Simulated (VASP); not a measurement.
TiAl, 2 atoms in the cell. It takes space group P-6m2 (No. 187, hexagonal). The conventional cell has a = 2.881 Å, b = 2.881 Å, c = 5.067 Å, α = 90.00°, β = 90.00°, γ = 120.00°. Ti (site symmetry -6m2) has 6 Ti at 2.88 Å and 6 Al at 3.03 Å within 3.8 Å. Within 3.8 Å of Al (site symmetry -6m2) lie 6 Al at 2.88 Å and 6 Ti at 3.03 Å. 

- Program: VASP 6.6.1
- Task: single point
- Functional: PBE
- Potentials or basis: VASP PAW PBE potentials, release 64 (Ti_sv, Al)
- Cutoff: 520 eV
- k mesh: 18 × 18 × 10
- Occupations: gaussian, width 0.15 eV
- Spin: no spin polarisation
- Dipole correction: no
- Further INCAR settings: ALGO = Normal; EDIFF = 1e-07; NBANDS = 14

Potentials or basis: VASP PAW PBE potentials, release 64 (Ti_sv, Al).

Launch:

```sh
$ cat potpaw_PBE.64/Ti_sv/POTCAR potpaw_PBE.64/Al/POTCAR > POTCAR
$ mpirun -np 1 vasp_std > vasp.out
```

Hardware: 1 thread of Intel Xeon 8259CL (shared host).

Q: Estimate the wall time of this run.

A: It took 2.7 min on 1 thread of Intel Xeon 8259CL (shared host), peak memory 0.25 GiB. Counts: scf iterations 15, k points 222.
